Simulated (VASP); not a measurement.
## MnS: single point with revPBE+U

MnS:

```
Mn S
1.0
     0.00000    2.58702    2.58702
     2.58702    0.00000    2.58702
     2.58702    2.58702    0.00000
Mn S
1 1
Cartesian
  0.0000 0.0000 0.0000
  2.5870 2.5870 2.5870
```

- Program: VASP 6.6.1
- Task: single point
- Functional: revPBE
- Potentials or basis: VASP PAW PBE potentials, release 64 (Mn_pv, S)
- Cutoff: 520 eV
- k mesh: 9 × 9 × 9
- Occupations: tetrahedron
- Spin: collinear spin, ferromagnetic start
- Starting moments: [4.0, 0.0] μB
- Hubbard terms: Mn d U = 4.0 eV
- Dipole correction: no
- Further INCAR settings: ALGO = Normal; EDIFF = 1e-07; NBANDS = 20

* Pressure: 8.6 GPa
* Band gap on the k mesh: 0.60 eV, indirect (least direct gap 2.69 eV)
* Net moment: 5.00 μB per cell
* Site moments: Mn +4.60; S +0.08 μB
* Valence electrons inside the program's atomic spheres: Mn 11.29; S 3.81

Levels at points of the mesh, in eV from the valence-band top:
Spin up:
| k point | band 9 | band 10 | band 11 | band 12 | band 13 | band 14 | band 15 | band 16 |
| --- | --- | --- | --- | --- | --- | --- | --- | --- |
| (0.00, 0.00, 0.00) | -4.92 | -1.46 | -1.46 | -1.46 | 2.22 | 8.56 | 8.56 | 8.56 |
Spin down:
| k point | band 3 | band 4 | band 5 | band 6 | band 7 | band 8 | band 9 | band 10 | band 11 | band 12 |
| --- | --- | --- | --- | --- | --- | --- | --- | --- | --- | --- |
| (0.00, 0.00, 0.00) | -45.81 | -14.01 | -1.27 | -1.27 | -1.27 | 2.13 | 2.13 | 2.13 | 2.13 | 2.13 |

Eigenvalues of the final occupation matrices:
| site | spin | trace | eigenvalues |
| --- | --- | --- | --- |
| site 1 d | 1 | 4.71 | 0.93 0.93 0.93 0.96 0.96 |
| site 1 d | 2 | 0.20 | 0.01 0.01 0.01 0.08 0.08 |

Wall time 28 s on 1 thread of Intel(R) Xeon(R) Platinum 8559C (Emerald Rapids) (shared host), peak memory 0.18 GiB.

Caveat: the PAW data sets were made with another functional, which shifts forces and pressure a little; a cell with one magnetic atom can't hold antiferromagnetic order, which such compounds often take. The state reached can hang on the start; a lower one may exist.
